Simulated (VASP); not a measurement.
# C (P6_3/mmc) in VASP: notebook

Runs on C. Level: PBE+D3(BJ). Tasks: single point.

Everything below comes from runs of VASP 6.6.1. Logs are shortened: lines on timing, memory, paths and dates and some standing lists are left out, and cuts for length are marked.

## Step 1: The cell of the first run

It takes space group P6_3/mmc (No. 194, hexagonal). Conventional cell: a = 2.379 Å, b = 2.379 Å, c = 7.456 Å, α = 90.00°, β = 90.00°, γ = 120.00°. Within 1.8 Å of C (site symmetry -6m2) lie 3 C at 1.37 Å. C (site symmetry -6m2) has 3 C at 1.37 Å within 1.8 Å.

## Step 2: Single point, PBE+D3(BJ) (9.13 Å³/atom)

The input, INCAR:

```
PREC = Accurate
ENCUT = 520
EDIFF = 1E-6
ISMEAR = 0
SIGMA = 0.15
LREAL = False
LASPH = True
NELM = 60
ALGO = Normal
ISIF = 2
LWAVE = False
LCHARG = True
GGA = PE
IVDW = 12
LELF = True
LVHAR = True
NBANDS = 16
```

The input, KPOINTS:

```
Automatic mesh
0
Gamma
  21 21 8
```

The input, POSCAR:

```
C
1.0
    2.3786550244      0.0000000000      0.0000000000
   -1.1893275122      2.0599756779      0.0000000000
    0.0000000000      0.0000000000      7.4563699048
C
4
Direct
    0.0000000000      0.0000000000      0.0025000000
    0.0000000000      0.0000000000      0.5025000000
    0.3333333333      0.6666666667      0.0025000000
    0.6666666667      0.3333333333      0.5025000000
```

Potentials or basis: VASP PAW PBE potentials, release 64 (C).

Command:

```bash
> cat potpaw_PBE.64/C/POTCAR > POTCAR
> mpirun -np 1 vasp_std > vasp.out
```

OUTCAR:

```text
PREC = Accurate
   ENCUT = 520
   EDIFF = 1E-6
   ISMEAR = 0
   LREAL = False
   LASPH = True
   NELM = 60
   ISIF = 2
   GGA = PE
   IVDW = 12
 IVDW          = 12

 ion  position               nearest neighbor table
   1  0.000  0.000  0.002-   3 1.37   3 1.37   3 1.37
   2  0.000  0.000  0.502-   4 1.37   4 1.37   4 1.37
   3  0.333  0.667  0.002-   1 1.37   1 1.37   1 1.37
   4  0.667  0.333  0.502-   2 1.37   2 1.37   2 1.37

  LATTYP: Found a hexagonal cell.
 ALAT       =     2.3786550244
 C/A-ratio  =     3.1346999999

  Lattice vectors:

 A1 = (   2.3786550244,   0.0000000000,   0.0000000000)
 A2 = (  -1.1893275122,   2.0599756779,   0.0000000000)
 A3 = (   0.0000000000,   0.0000000000,   7.4563699048)

Analysis of symmetry for initial positions (statically):
=====================================================================
 Subroutine PRICEL returns:
 Original cell was already a primitive cell.

 Routine SETGRP: Setting up the symmetry group for a
 hexagonal supercell.

 Subroutine GETGRP returns: Found 24 space group operations
 (whereof  6 operations were pure point group operations)
 out of a pool of 24 trial point group operations.

The static configuration has the point symmetry C_3v.
 The point group associated with its full space group is D_6h.

Analysis of symmetry for dynamics (positions and initial velocities):
=====================================================================
 Subroutine PRICEL returns:
 Original cell was already a primitive cell.

 Routine SETGRP: Setting up the symmetry group for a
 hexagonal supercell.

 Subroutine GETGRP returns: Found 24 space group operations
 (whereof  6 operations were pure point group operations)
 out of a pool of 24 trial point group operations.

The dynamic configuration has the point symmetry C_3v.
 The point group associated with its full space group is D_6h.

 Subroutine INISYM returns: Found 24 space group operations
 (whereof  6 operations are pure point group operations),
 and found     1 'primitive' translations

----------------------------------------------------------------------------------------

                                     Primitive cell

  volume of cell :      36.5360

  direct lattice vectors                    reciprocal lattice vectors
     2.378655024  0.000000000  0.000000000     0.420405645  0.242721312  0.000000000
    -1.189327512  2.059975678  0.000000000     0.000000000  0.485442625  0.000000000
     0.000000000  0.000000000  7.456369905     0.000000000  0.000000000  0.134113518

  length of vectors
     2.378655024  2.378655024  7.456369905     0.485442625  0.485442625  0.134113518

  position of ions in fractional coordinates (direct lattice)
     0.000000000  0.000000000  0.002500000
     0.000000000  0.000000000  0.502500000
     0.333333333  0.666666667  0.002500000
     0.666666667  0.333333333  0.502500000

  ion indices of the primitive-cell ions
   primitive index   ion index
                 1           1
                 2           2
                 3           3
                 4           4

----------------------------------------------------------------------------------------

 KPOINTS: Automatic mesh

Automatic generation of k-mesh.
 Grid dimensions read from file:
 generate k-points for:   21   21    8

 Generating k-lattice:

  Cartesian coordinates                     Fractional coordinates (reciprocal lattice)
     0.020019316  0.011558158  0.000000000     0.047619048 -0.000000000  0.000000000
     0.000000000  0.023116315  0.000000000     0.000000000  0.047619048  0.000000000
     0.000000000  0.000000000  0.016764190     0.000000000  0.000000000  0.125000000

  Length of vectors
     0.023116315  0.023116315  0.016764190

  Shift w.r.t. Gamma in fractional coordinates (k-lattice)
     0.000000000  0.000000000  0.000000000

 Subroutine IBZKPT returns following result:
 ===========================================

 Found    240 irreducible k-points:

 Following reciprocal coordinates:
            Coordinates               Weight
  0.000000  0.000000  0.000000      1.000000
  0.047619 -0.000000  0.000000      6.000000
  0.095238 -0.000000  0.000000      6.000000
  0.142857  0.000000  0.000000      6.000000
  0.190476 -0.000000  0.000000      6.000000
  0.238095 -0.000000  0.000000      6.000000
[... 16 lines left out ...]
  0.142857  0.095238  0.000000     12.000000
  0.190476  0.095238  0.000000     12.000000
 [... further k-points ...]
   k-points           NKPTS =    240   k-points in BZ     NKDIM =    240   number of bands    NBANDS=     16
   number of dos      NEDOS =    301   number of ions     NIONS =      4
   total plane-waves  NPLWV =  18144
   dimension x,y,z NGX =    18 NGY =   18 NGZ =   56
   dimension x,y,z NGXF=    36 NGYF=   36 NGZF=  112
   ions per type =               4
   NGX,Y,Z   is equivalent  to a cutoff of  12.58, 12.58, 12.49 a.u.
   NGXF,Y,Z  is equivalent  to a cutoff of  25.16, 25.16, 24.97 a.u.
 SYSTEM =  unknown system
   PREC   = accura    normal or accurate (medium, high low for compatibility)
   ISTART =      0    job   : 0-new  1-cont  2-samecut
   ICHARG =      2    charge: 1-file 2-atom 10-const
   ISPIN  =      1    spin polarized calculation?
   LNONCOLLINEAR =      F non collinear calculations
   LSORBIT =      F    spin-orbit coupling
   LASPH  =      T    aspherical Exc in radial PAW
   ENCUT  =  520.0 eV  38.22 Ry    6.18 a.u.   4.42  4.42 13.86*2*pi/ulx,y,z
   NELM   =     60;   NELMIN=  2; NELMDL= -5     # of ELM steps
   EDIFF  = 0.1E-05   stopping-criterion for ELM
   LREAL  =      F    real-space projection
   EDIFFG = 0.1E-04   stopping-criterion for IOM
   NSW    =      0    number of steps for IOM
   IBRION =     -1    ionic relax: 0-MD 1-quasi-New 2-CG
   NFREE  =      0    steps in history (QN), initial steepest desc. (CG)
   ISIF   =      2    stress and relaxation
   ISYM   =      2    0-nonsym 1-usesym 2-fastsym
   POTIM  = 0.5000    time-step for ionic-motion
   TEBEG  =    0.0;   TEEND  =   0.0 temperature during run
   PSTRESS=    0.0 pullay stress
   NELECT =      16.0000    total number of electrons
   NUPDOWN=      -1.0000    fix difference up-down
   EMIN   =  10.00;   EMAX   =-10.00  energy-range for DOS
   EFERMI =   0.00;   METHOD = LEGACY
   ISMEAR =     0;   SIGMA  =   0.15  broadening in eV -4-tet -1-fermi 0-gaus
   EFERMI_NEDOS =   21; number of points for ismear=-14 and -15
   IALGO  =     38    algorithm
   IMIX   =      4    mixing-type and parameters
     AMIX     =   0.40;   BMIX     =  1.00
     AMIX_MAG =   1.60;   BMIX_MAG =  1.00
  volume/ion in A,a.u.               =       9.13        61.64
  Fermi-wavevector in a.u.,A,eV,Ry     =   1.243200  2.349308 21.028448  1.545547
  Thomas-Fermi vector in A             =   2.377522
   LORBIT       =      0    0 simple, 1 ext, 2 COOP (PROOUT), +10 PAW based schemes
   GGA     = PE    functional components
   LHFCALC =     F    Hartree Fock is set to
   AEXX    =    0.0000 exact exchange contribution
   IVDW    =    12    specifies the selected vdW correction
   LEPSILON=     F    determine dielectric tensor
   LRPA    =     F    only Hartree local field effects (RPA)
 non-spin polarized calculation
 Gauss-broadening in eV      SIGMA  =   0.15
  energy-cutoff  :      520.00
  volume of cell :       36.54
 maximum number of plane-waves:      1012
 NGX is ok and might be reduce to    18
   NGX =  9   NGY =  9   NGZ = 27

 number of electron      16.0000005 magnetization

 Free energy of the ion-electron system (eV)
  ---------------------------------------------------
  ext. energy  EPLUGINS =         0.00000000
  ---------------------------------------------------
  free energy    TOTEN  =       -36.50209313 eV

  energy without entropy =      -36.50111135  energy(sigma->0) =      -36.50160224

 E-fermi :   4.4282     XC(G=0):  -9.7937

 val. band max:        4.4281476389   @ k =   0.3333   0.3333   0.2500
 cond. band min:       4.4308598089   @ k =   0.3333   0.3333   0.3750
 fundamental gap:      0.0027121700
 Fermi energy:         4.4281871823

 k-point     1 :       0.0000    0.0000    0.0000
  band No.  band energies     occupation
      1     -16.0261      2.00000
      2     -15.9077      2.00000
      3      -4.4411      2.00000
      4      -3.3873      2.00000
      5       1.4530      2.00000
      6       1.4530      2.00000
[... 8 lines left out ...]
     15      17.1986      0.00000
     16      17.2770      0.00000

 k-point     2 :       0.0476   -0.0000    0.0000
  band No.  band energies     occupation
      1     -15.9689      2.00000
      2     -15.8508      2.00000
      3      -4.3702      2.00000
      4      -3.3188      2.00000
      5       1.2223      2.00000
      6       1.2286      2.00000
[... 8 lines left out ...]
     15      16.9761      0.00000
     16      17.0622      0.00000

 k-point     3 :       0.0952   -0.0000    0.0000
  band No.  band energies     occupation
      1     -15.7971      2.00000
      2     -15.6806      2.00000
      3      -4.1579      2.00000
      4      -3.1140      2.00000
      5       0.5737      2.00000
      6       0.5841      2.00000
[... 8 lines left out ...]
     15      16.3355      0.00000
     16      16.4442      0.00000

 k-point     4 :       0.1429    0.0000    0.0000
  band No.  band energies     occupation
      1     -15.5115      2.00000
      2     -15.3973      2.00000
      3      -3.8058      2.00000
      4      -2.7747      2.00000
      5      -0.3916      2.00000
      6      -0.3756      2.00000
[... 8 lines left out ...]
     15      15.6062      0.00000
     16      15.6219      0.00000

 k-point     5 :       0.1905   -0.0000    0.0000
  band No.  band energies     occupation
      1     -15.1131      2.00000
      2     -15.0024      2.00000
      3      -3.3168      2.00000
      4      -2.3045      2.00000
      5      -1.5638      2.00000
      6      -1.5413      2.00000
[... 8 lines left out ...]
     15      17.0380      0.00000
     16      17.0540      0.00000

 k-point     6 :       0.2381   -0.0000    0.0000
  band No.  band energies     occupation
      1     -14.6032      2.00000
      2     -14.4967      2.00000
      3      -2.8524      2.00000
      4      -2.8227      2.00000
      5      -2.6954      2.00000
      6      -1.7096      2.00000
[... 8 lines left out ...]
     15      18.6826      0.00000
     16      18.6995      0.00000
[... 267 lines left out ...]
 k-point    21 :       0.4762    0.0476    0.0000
  band No.  band energies     occupation
      1     -10.1960      2.00000
      2     -10.1551      2.00000
      3      -9.4882      2.00000
      4      -9.4575      2.00000
      5      -2.4740      2.00000
      6      -2.4571      2.00000
[... 8 lines left out ...]
     15      18.2278      0.00000
     16      19.0045      0.00000

 k-point    22 :       0.0952    0.0952    0.0000
  band No.  band energies     occupation
      1     -15.3406      2.00000
      2     -15.2279      2.00000
      3      -3.5955      2.00000
      4      -2.5723      2.00000
      5      -0.7374      2.00000
      6      -0.7273      2.00000
[... 8 lines left out ...]
     15      15.7309      0.00000
     16      15.7531      0.00000

 k-point    23 :       0.1429    0.0952    0.0000
  band No.  band energies     occupation
      1     -14.9430      2.00000
      2     -14.8335      2.00000
      3      -3.1081      2.00000
      4      -2.1042      2.00000
      5      -1.7261      2.00000
      6      -1.7097      2.00000
[... 8 lines left out ...]
     15      16.6327      0.00000
     16      16.6739      0.00000

 k-point    24 :       0.1905    0.0952    0.0000
  band No.  band energies     occupation
      1     -14.4343      2.00000
      2     -14.3289      2.00000
      3      -2.8913      2.00000
      4      -2.8656      2.00000
      5      -2.4890      2.00000
      6      -1.5118      2.00000
[... 8 lines left out ...]
     15      17.7558      0.00000
     16      17.8631      0.00000

 [... further k-points ...]

------------------------ aborting loop because EDIFF is reached ----------------------------------------

 Edisp (eV)   -0.53523

 E8    (eV) :    -0.1497

  FORCE on cell =-STRESS in cart. coord.  units (eV):
  Direction    XX          YY          ZZ          XY          YZ          ZX
  --------------------------------------------------------------------------------------
  -------------------------------------------------------------------------------------
  Total      11.45255    11.45255    -0.44647    -0.00000    -0.00000     0.00000
  in kB     502.21737   502.21737   -19.57847    -0.00000    -0.00000     0.00000
  external pressure =      328.29 kB  Pullay stress =        0.00 kB

 VOLUME and BASIS-vectors are now :
 -----------------------------------------------------------------------------
  energy-cutoff  :      520.00
  volume of cell :       36.54
      direct lattice vectors                 reciprocal lattice vectors
     2.378655024  0.000000000  0.000000000     0.420405645  0.242721312  0.000000000
    -1.189327512  2.059975678  0.000000000     0.000000000  0.485442625  0.000000000
     0.000000000  0.000000000  7.456369905     0.000000000  0.000000000  0.134113518

 POSITION                                       TOTAL-FORCE (eV/Angst)
 -----------------------------------------------------------------------------------
      0.00000      0.00000      0.01864         0.000000     -0.000000     -0.000000
      0.00000      0.00000      3.74683        -0.000000     -0.000000     -0.000000
     -0.00000      1.37332      0.01864         0.000000     -0.000000      0.000000
      1.18933      0.68666      3.74683        -0.000000      0.000000      0.000000
 -----------------------------------------------------------------------------------
    total drift:                               -0.000000     -0.000000      0.000003

  FREE ENERGIE OF THE ION-ELECTRON SYSTEM (eV)
  ---------------------------------------------------
  free  energy   TOTEN  =       -37.0373240990 eV

  energy  without entropy=      -37.0363423165  energy(sigma->0) =      -37.03683321
```

Run time: 2.2 min. Hardware: 1 thread of Intel Xeon 8259CL, shared host; peak memory 0.23 GiB.

What came out:

```
Free energy                : -37.0373 eV
Pressure                   : 32.8 GPa
Band gap on the k mesh     : zero (bands 8 and 9 overlap by 0.01 eV)
Dispersion energy per atom : -0.134 eV
```

Levels at points of the mesh, in eV from the Fermi level:
```tsv
k point	band 5	band 6	band 7	band 8	band 9	band 10	band 11	band 12
(0.00, 0.00, 0.00)	-2.98	-2.98	-2.97	-2.97	3.18	7.96	9.04	9.04
(0.00, 0.00, 0.50)	-2.97	-2.97	-2.97	-2.97	5.08	5.08	9.05	9.05
```

Caveat: the stress differs along the axes, from -2 to 50 GPa.

## Step 3: Single point, PBE+D3(BJ) (9.40 Å³/atom)

This run uses another cell than the first one, of 9.40 Å³/atom.

The input, INCAR:

```
SYSTEM = C
PREC = Accurate
ENCUT = 520
EDIFF = 1E-6
ISMEAR = 0
SIGMA = 0.15
LREAL = .FALSE.
LASPH = .TRUE.
NELM = 100
ALGO = Normal
ISIF = 2
LWAVE = .FALSE.
LCHARG = .FALSE.
GGA = PE
IVDW = 12
NBANDS = 16
```

The input, KPOINTS:

```
Automatic mesh
0
G
  21 21 8
  0 0 0
```

The input, POSCAR:

```
C
1.0
    2.5133119161      0.0000000000      0.0000000000
   -1.2566559580      2.1765919670      0.0000000000
    0.0000000000      0.0000000000      6.8732862716
C
4
Direct
    0.0000000000      0.0000000000      0.0025000000
    0.0000000000      0.0000000000      0.5025000000
    0.3333333333      0.6666666667      0.0025000000
    0.6666666667      0.3333333333      0.5025000000
```

Potentials or basis: VASP PAW PBE potentials, release 64 (C).

Command:

```bash
> cat potpaw_PBE.64/C/POTCAR > POTCAR
> mpirun -np 1 vasp_std > vasp.out
```

It took 2.2 min on 1 thread of Intel Xeon 8259CL, shared host; peak memory 0.24 GiB.

The run converged. Its results:

* Free energy: -37.3715 eV
* Pressure: -14.8 GPa
* Band gap on the k mesh: zero (bands 8 and 9 overlap by 0.02 eV)
* Dispersion energy per atom: -0.150 eV

Stress tensor (GPa, compression positive):
```
-21.93   0.00   0.00
  0.00 -21.93   0.00
  0.00   0.00  -0.51
```

Levels at points of the mesh, in eV from the Fermi level:
```csv
k point,band 5,band 6,band 7,band 8,band 9,band 10,band 11,band 12
"(0.00, 0.00, 0.00)",-3.04,-3.04,-3.02,-3.02,4.32,7.95,7.95,8.00
"(0.00, 0.00, 0.50)",-3.03,-3.03,-3.03,-3.03,6.78,6.78,7.97,7.97
```

Caveat: the stress differs along the axes, from -22 to -1 GPa.

## Step 4: Single point, PBE+D3(BJ) (9.67 Å³/atom)

This run uses another cell than the first one, of 9.67 Å³/atom.

The input, INCAR:

```
SYSTEM = C
ALGO = Normal ; EDIFF = 1E-6
ENCUT = 520 ; GGA = PE
ISIF = 2 ; ISMEAR = 0
IVDW = 12 ; LASPH = .TRUE.
LCHARG = .FALSE. ; LREAL = .FALSE.
LWAVE = .FALSE. ; NBANDS = 16
NELM = 80 ; PREC = Accurate
SIGMA = 0.15
```

The input, KPOINTS:

```
k-points
0
G
  21 21 8
  0 0 0
```

The input, POSCAR:

```
C
1.0
    2.4986312865      0.0000000000      0.0000000000
   -1.2493156432      2.1638781688      0.0000000000
    0.0000000000      0.0000000000      7.1510827419
C
4
Direct
    0.0000000000      0.0000000000      0.0025000000
    0.0000000000      0.0000000000      0.5025000000
    0.3333333333      0.6666666667      0.0025000000
    0.6666666667      0.3333333333      0.5025000000
```

Command:

```bash
> cat potpaw_PBE.64/C/POTCAR > POTCAR
> mpirun -np 1 vasp_std > vasp.out
```

Run time: 2.3 min. Hardware: 1 thread of Intel Xeon 8259CL, shared host; peak memory 0.24 GiB.

The run converged. Its results:

| Property | Result |
| --- | --- |
| Free energy | -37.4142 eV |
| Pressure | -10.3 GPa |
| Band gap on the k mesh | zero (bands 8 and 9 overlap by 0.01 eV) |
| Dispersion energy per atom | -0.144 eV |

Stress tensor (GPa, compression positive):
```
-14.83   0.00   0.00
  0.00 -14.83   0.00
  0.00   0.00  -1.33
```

Levels at points of the mesh, in eV from the Fermi level:
```
           k point  band 5  band 6  band 7  band 8  band 9  band 10  band 11  band 12
(0.00, 0.00, 0.00)   -3.04   -3.04   -3.03   -3.03    3.98     8.06     8.06     8.09
(0.00, 0.00, 0.50)   -3.04   -3.04   -3.04   -3.04    6.16     6.16     8.07     8.07
```

Caveat: the stress differs along the axes, from -15 to -1 GPa.

## Step 5: Overview

```tsv
cell	gap on the mesh (eV)	pressure (GPa)
a = 2.379, b = 2.379, c = 7.456 Å, angles 90.0, 90.0, 120.0°, 4 atoms	none	32.8
a = 2.513, b = 2.513, c = 6.873 Å, angles 90.0, 90.0, 120.0°, 4 atoms	none	-14.8
a = 2.499, b = 2.499, c = 7.151 Å, angles 90.0, 90.0, 120.0°, 4 atoms	none	-10.3
```

Alike in all rows: task single point; level PBE+D3(BJ); potentials or basis VASP PAW PBE potentials, release 64 (C); no spin polarisation; k mesh 21 × 21 × 8; cutoff (eV) 520; smearing gaussian 0.15 eV.

Caveats: the stress differs along the axes, from -2 to 50 GPa (at least some runs); the stress differs along the axes, from -22 to -1 GPa (at least some runs); the stress differs along the axes, from -15 to -1 GPa (at least some runs).

Absolute energies hang on the potentials; compare differences alone.
